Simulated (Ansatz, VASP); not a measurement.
# Ta2N in VASP and in Ansatz

The input INCAR:

```
PREC = Accurate
ENCUT = 520
EDIFF = 1E-6
ISMEAR = 0
SIGMA = 0.1
LREAL = False
LASPH = True
NELM = 100
ALGO = Normal
ISIF = 2
LWAVE = False
LCHARG = False
GGA = PE
NBANDS = 20
```

Contents of KPOINTS:

```
regular mesh
0
Gamma
  15 15 8
```

POSCAR

```
Ta2N
1.0
    3.1128615060      0.0000000000      0.0000000000
   -1.5564307530      2.6958171426      0.0000000000
    0.0000000000      0.0000000000      4.8698410000
Ta N
2 1
Direct
    0.6666666667      0.3333333333      0.7452890000
    0.3333333333      0.6666666667      0.2547110000
   -0.0087190009     -0.0312966331      0.0250788475
```

Input for Ansatz:

```yaml
crystal:
  lattice:
    - [3.112861506, 0.0, 0.0]
    - [-1.556430753, 2.6958171426, 0.0]
    - [0.0, 0.0, 4.869841]
  atoms:
    - { symbol: Ta, position: [0.6666666667, 0.3333333333, 0.745289] }
    - { symbol: Ta, position: [0.3333333333, 0.6666666667, 0.254711] }
    - { symbol: "N", position: [-0.0087190009, -0.0312966331, 0.0250788475] }
basis:
  ecutwfc: 420
kpoints:
  mp_grid: { grid: [15, 15, 8] }
hamiltonian:
  xc: pbe
scf:
  occupations: { method: gaussian, width: 0.1 }
output:
  forces: true
  stress: true
  eigenvalues: true
```

Change from the starting cell: one atom moved.

Alike in both runs: task single point; functional PBE; k mesh 15 × 15 × 8; occupations gaussian, width 0.1 eV; no spin polarisation.

|  | VASP | Ansatz |
| --- | --- | --- |
| version | VASP 6.6.1 | Ansatz 0.2.0 |
| potentials or method | VASP PAW PBE potentials, release 64 (Ta_pv, N), cutoff 520 eV | scalar-relativistic, plane waves, PAW |
| valence electrons in the cell | 27 | 31 |

```csv
,VASP,Ansatz,Ansatz less VASP
gap on the k mesh at the Fermi level (eV),none,none,-
pressure (GPa),1.1,0.7,-0.41
"traceless stress, the component that is largest in VASP (GPa)",1.35,1.29,-0.055
rms of the force components (eV/Å),0.852,0.842,-0.0091
```

Atom by atom the forces differ by 0.024 eV/Å (rms over components). A gap of «none» marks a metal or a gap that the smearing closes. VASP's potentials hold 27 valence electrons a cell and Ansatz's 31, so a difference there can come from the potentials and not from the codes.

Spin-orbit coupling is off throughout.
